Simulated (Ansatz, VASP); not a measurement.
## One calculation of Fe, two programs

The input INCAR:

```
SYSTEM = Fe
  ALGO = Normal
  EDIFF = 1E-6
  ENCUT = 520
  GGA = RE
  ISIF = 2
  ISMEAR = -1
  LASPH = .True.
  LCHARG = .False.
  LREAL = .False.
  LWAVE = .False.
  NBANDS = 15
  NELM = 60
  PREC = Accurate
  SIGMA = 0.1
```

Contents of KPOINTS:

```
k-points
0
Gamma
  13 13 13
  0 0 0
```

POSCAR

```
Fe
1.0
    0.0000000000      2.4195485438      2.4195485438
    2.4195485438      0.0000000000      2.4195485438
    2.4195485438      2.4195485438      0.0000000000
Fe
2
Direct
    0.1250000000      0.1250000000      0.1250000000
    0.8750000000      0.8750000000      0.8750000000
```

Input for Ansatz:

```yaml
crystal:
  lattice:
    - [0.0, 2.4195485438, 2.4195485438]
    - [2.4195485438, 0.0, 2.4195485438]
    - [2.4195485438, 2.4195485438, 0.0]
  atoms:
    - { symbol: Fe, position: [0.125, 0.125, 0.125] }
    - { symbol: Fe, position: [0.875, 0.875, 0.875] }
hamiltonian:
  xc: revpbe
  pseudopotentials:
    kind: paw
    azcp:
      Fe: "pseudopotentials/Fe.paw.azcp"
basis:
  ecutwfc: 420
  fft_grid_basis: typed
kpoints:
  mp_grid: { grid: [13, 13, 13], shift: [0, 0, 0] }
magnetization:
  spin_polarized: false
scf:
  occupations: { method: fermi_dirac, width: 0.1 }
  lower_state_search: "off"
output:
  stress: true
```

Alike in both runs: task single point; functional revPBE; k mesh 13 × 13 × 13; occupations fermi-dirac, width 0.1 eV; no spin polarisation.

|  | VASP | Ansatz |
| --- | --- | --- |
| version | VASP 6.6.1 | Ansatz 0.2.0 |
| potentials or method | VASP PAW PBE potentials, release 64 (Fe), cutoff 520 eV | plane waves (420 eV) with PAW, scalar-relativistic |
| valence electrons in the cell | 16 | 32 |

```tsv
	VASP	Ansatz	Ansatz less VASP
pressure (GPa)	4.8	6.5	+1.69
```

VASP's potentials were made for PBE, not for revPBE. VASP's potentials hold 16 valence electrons a cell and Ansatz's 32, so a difference there can come from the potentials and not from the codes.
